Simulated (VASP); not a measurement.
Here is a VASP 6.6.1 calculation.

Contents of INCAR:

```
PREC = Accurate
ENCUT = 500
EDIFF = 1E-6
ISMEAR = -1
SIGMA = 0.5
LREAL = False
LASPH = True
NELM = 120
ALGO = Normal
ISIF = 2
LWAVE = False
LCHARG = False
GGA = PE
NBANDS = 15
GGA_COMPAT = False
```

File KPOINTS:

```
regular mesh
0
Gamma
  4 4 4
```

File POSCAR:

```
KI
1.0
    4.2909401140      0.0000000000      0.0000000000
    0.0000000000      4.2909401140      0.0000000000
    0.0000000000      0.0000000000      4.2909401140
K I
1 1
Direct
    0.0000000000      0.0000000000      0.0000000000
    0.5000000000      0.5000000000      0.5000000000
```

Potentials or basis: VASP PAW PBE potentials, release 64 (K_sv, I).

Launch:

```console
$ cat potpaw_PBE.64/K_sv/POTCAR potpaw_PBE.64/I/POTCAR > POTCAR
$ mpirun -np 1 vasp_std > vasp.out
```

Question: Predict the band gap on the k mesh.

Answer: 3.34 eV, indirect (least direct gap 3.70 eV).

Question: Estimate the pressure.

Answer: 0.6 GPa.

Caveat: spin-orbit coupling is left out, which moves the levels of the heavy elements. PBE gaps usually lie below the measured ones, often by a third to a half.
